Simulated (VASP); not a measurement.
NaCl, 2 atoms in the cell. The structure is cubic, space group Pm-3m (No. 221). Conventional cell: a = 2.860 Å, b = 2.860 Å, c = 2.860 Å, α = 90.00°, β = 90.00°, γ = 90.00°. Na (site symmetry m-3m) has 8 Cl at 2.48 Å and 6 Na at 2.86 Å within 3.3 Å. Cl (site symmetry m-3m) has 8 Na at 2.48 Å and 6 Cl at 2.86 Å within 3.3 Å. 

| Property | Result |
| --- | --- |
| Program | VASP 6.6.1 |
| Task | density of states |
| Functional | PBEsol |
| Potentials or basis | VASP PAW PBE potentials, release 64 (Na_pv, Cl) |
| Cutoff | 520 eV |
| k mesh | 8 × 8 × 8 |
| Occupations | fermi-dirac, width 0.02 eV |
| Spin | no spin polarisation |
| Dipole correction | no |
| k mesh for the DOS | 12 × 12 × 12 |
| Occupations for the DOS | tetrahedron |
| Further INCAR settings | ALGO = Normal; EDIFF = 1e-07; NBANDS = 14 |

Potentials or basis: VASP PAW PBE potentials, release 64 (Na_pv, Cl).

The run is started by

```sh
$ cat potpaw_PBE.64/Na_pv/POTCAR potpaw_PBE.64/Cl/POTCAR > POTCAR
$ cp INCAR.step1 INCAR
$ cp KPOINTS.step1 KPOINTS
$ mpirun -np 1 vasp_std > vasp.out
$ cp INCAR.step2 INCAR
$ cp KPOINTS.step2 KPOINTS
$ mpirun -np 1 vasp_std > vasp.out
```

Hardware: 1 thread of AMD EPYC 7R13 Processor (Zen 3), with other jobs on the host.

How long does it take, and how much memory?

Run time: 34 s on 1 thread of AMD EPYC 7R13 Processor (Zen 3), on a shared host, peak memory 0.11 GiB. Counts: k points 84.
